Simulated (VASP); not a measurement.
The system is SiO2.

```
Si O
1.0
     4.15515    0.00000    0.00000
     0.00000    4.15515    0.00000
     0.00000    0.00000    2.46970
Si O
2 4
Direct
  0.50000 0.50000 0.50000
  0.00000 0.00000 0.00000
  0.69443 0.69443 0.00000
  0.19443 0.80557 0.50000
  0.30557 0.30557 0.00000
  0.80557 0.19443 0.50000
```

Base run:

| Item | Value |
| --- | --- |
| Program | VASP 6.6.1 |
| Functional | LDA |
| Potentials or basis | VASP PAW LDA potentials, release 64 (Si, O) |
| Cutoff | 520 eV |
| k mesh | 6 × 6 × 8 |
| Occupations | gaussian, width 0.05 eV |
| Spin | no spin polarisation |

Its results: band gap on the k mesh 7.38 eV, direct; pressure 36.3 GPa; largest force 0.411 eV/Å.

**Question.** The run is repeated on the same cell with these changes: potentials or basis from VASP PAW LDA potentials, release 64 (Si, O) to VASP PAW LDA potentials, release 64 (Si, O_h); cutoff from 520 eV to 910 eV; further incar settings from ALGO = Normal; EDIFF = 1e-07; NBANDS = 25 to ALGO = Normal; EDIFF = 1e-06; NBANDS = 25. What comes out?

**Answer.** Band gap on the k mesh 7.41 eV, direct; pressure 35.4 GPa; largest force 0.372 eV/Å.

Caveats: the cutoff is under 1.25 times the usual one of these potentials, so pressure, stress and relaxed cells hold a basis-set (Pulay) error (some runs).

A k mesh can miss the band edges.
